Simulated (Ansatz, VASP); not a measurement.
## Cr, level by level in two programs

```
Cr
1.0
    -0.01743    1.81563    1.81066
     1.83101   -0.01704    1.81027
     1.85590    1.84013   -0.04193
Cr
1
Direct
  0.00000 0.00000 0.00000
```

Single points on this cell with VASP 6.6.1 and Ansatz 0.2.0. Each row is one pair of runs. Alike in all rows: smearing: fermi-dirac, width 0.05 eV; VASP's potentials, cutoff: VASP PAW PBE potentials, release 64 (Cr_pv), 520 eV; Ansatz's potentials, cutoff: Ansatz PAW, 420 eV.

```tsv
level	spin	k mesh	pressure (GPa), VASP	pressure (GPa), Ansatz
PBE	off	12 × 12 × 12	-10.5	-10.2
PBE	collinear, zero start	10 × 10 × 10	-10.5	-10.1
PBE	collinear, typed start	10 × 10 × 10	-8.2	-7.3
```

Pressure (GPa): the two programs differ by at most 0.87.

VASP's potentials hold 12 valence electrons a cell and Ansatz's 14, so a difference there can come from the potentials and not from the codes.
